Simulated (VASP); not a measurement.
Set up this calculation in VASP 6.6.1, as the native input.

```
Task                   : single point
Functional             : PBE
Potentials or basis    : VASP PAW PBE potentials, release 64 (Ti_sv, Al)
Cutoff                 : 520 eV
k mesh                 : 18 × 18 × 10
Occupations            : gaussian, width 0.15 eV
Spin                   : no spin polarisation
Dipole correction      : no
Further INCAR settings : ALGO = Fast; EDIFF = 1e-07; NBANDS = 14
```

The structure of TiAl lies in POSCAR:

```
TiAl
1.0
    2.8809683428      0.0000000000      0.0000000000
   -1.4404841714      2.4949917724      0.0000000000
    0.0000000000      0.0000000000      4.2765000000
Ti Al
1 1
Direct
    0.0000000000      0.0000000000      0.0000000000
    0.3333333333      0.6666666667      0.5000000000
```

These files were run (other wordings do the same):

INCAR

```
SYSTEM = TiAl
PREC = Accurate
ENCUT = 520
EDIFF = 1E-7
ISMEAR = 0
SIGMA = 0.15
LREAL = .FALSE.
LASPH = .TRUE.
NELM = 100
ALGO = Fast
ISIF = 2
LWAVE = .FALSE.
LCHARG = .FALSE.
GGA = PE
NBANDS = 14
```

KPOINTS

```
Automatic mesh
0
G
  18 18 10
  0 0 0
```

Potentials or basis: VASP PAW PBE potentials, release 64 (Ti_sv, Al).

Launch:

```sh
$ cat potpaw_PBE.64/Ti_sv/POTCAR potpaw_PBE.64/Al/POTCAR > POTCAR
$ mpirun -np 1 vasp_std > vasp.out
```

Results of the run:

```yaml
Pressure: 12.3 GPa
Band_gap_on_the_k_mesh: zero (an odd number of electrons rules out a gap without spin polarisation)
```

Caveat: the cell stands under pressure.

It took 2.2 min on 1 thread of AMD EPYC 9R45 96-Core Processor (Zen 5), on a shared host, peak memory 0.19 GiB.
